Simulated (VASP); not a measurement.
**Ga: single point with PBE**

Ga:

```
Ga
1.0
     1.38300   -4.02650    0.00000
     1.38300    4.02650    0.00000
    -0.11745    0.00000    3.26333
Ga
2
Direct
  0.86900 0.13100 0.25000
  0.13100 0.86900 0.75000
```

This cell differs from its parent crystal: zz strain of -2 %.

| Property | Result |
| --- | --- |
| Program | VASP 6.6.1 |
| Task | single point |
| Functional | PBE |
| Potentials or basis | VASP PAW PBE potentials, release 64 (Ga_d) |
| Cutoff | 520 eV |
| k mesh | 14 × 14 × 11 |
| Occupations | fermi-dirac, width 0.03 eV |
| Spin | no spin polarisation |

* Pressure: 3.1 GPa
* Largest force: 0.217 eV/Å
* Band gap on the k mesh: zero (band 13 reaches 10.20 eV, above the bottom of band 14 at 1.84 eV)

Forces in eV/Å, atoms in the order of the input:
```
Ga   0.000  0.217  0.000
Ga   0.000 -0.217  0.000
```

Stress tensor (GPa, compression positive):
```
3.14 0.00 0.01
0.00 3.01 0.00
0.01 0.00 3.28
```

Levels at points of the mesh, in eV from the Fermi level:
| k point | band 9 | band 10 | band 11 | band 12 | band 13 | band 14 | band 15 | band 16 | band 17 | band 18 |
| --- | --- | --- | --- | --- | --- | --- | --- | --- | --- | --- |
| (0.00, 0.00, 0.00) | -14.82 | -14.67 | -11.41 | -2.29 | -1.66 | 1.95 | 5.74 | 9.53 | 10.24 | 10.56 |
| (0.50, 0.00, 0.00) | -14.73 | -14.70 | -6.24 | -5.20 | -1.51 | -0.11 | 6.04 | 6.72 | 8.78 | 9.41 |
| (0.50, 0.50, 0.00) | -14.78 | -14.73 | -9.28 | -8.77 | 4.32 | 4.91 | 6.22 | 6.42 | 7.37 | 10.82 |

Run time: 94 s on 1 thread of Intel(R) Xeon(R) 6975P-C (Granite Rapids), with other jobs on the host, peak memory 0.43 GiB.

Caveat: the cell differs from its parent crystal (zz strain of -2 %).
